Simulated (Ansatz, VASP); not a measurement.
## Zr: VASP and Ansatz over several settings

```
Zr
1.0
     3.18832    0.00000    0.00000
    -1.59416    2.76117    0.00000
     0.00000    0.00000    5.07744
Zr
2
Direct
  0.66667 0.33333 0.75000
  0.33333 0.66667 0.25000
```

Single points on this cell with VASP 6.6.1 and Ansatz 0.2.0. Each row is one pair of runs. Alike in all rows: spin: off; k mesh: 9 × 9 × 5; smearing: fermi-dirac, width 0.05 eV.

| level | VASP's potentials, cutoff | Ansatz's potentials, cutoff | gap on the k mesh at the Fermi level (eV), VASP | gap on the k mesh at the Fermi level (eV), Ansatz | pressure (GPa), VASP | pressure (GPa), Ansatz |
| --- | --- | --- | --- | --- | --- | --- |
| LDA | VASP PAW LDA potentials, release 64 (Zr_sv), 520 eV | Ansatz PAW, 420 eV | none | none | -2.3 | -2.4 |
| r2SCAN | VASP PAW PBE potentials, release 64 (Zr_sv), 520 eV | Ansatz PAW, 500 eV | none | none | 5.2 | 5.2 |
| RPBE+D4 | VASP PAW PBE potentials, release 64 (Zr_sv), 500 eV | Ansatz PAW, 420 eV | none | none | 4.5 | 4.5 |

Pressure (GPa): the two programs differ by at most 0.09.

A gap of «none» marks a metal or a gap that the smearing closes.
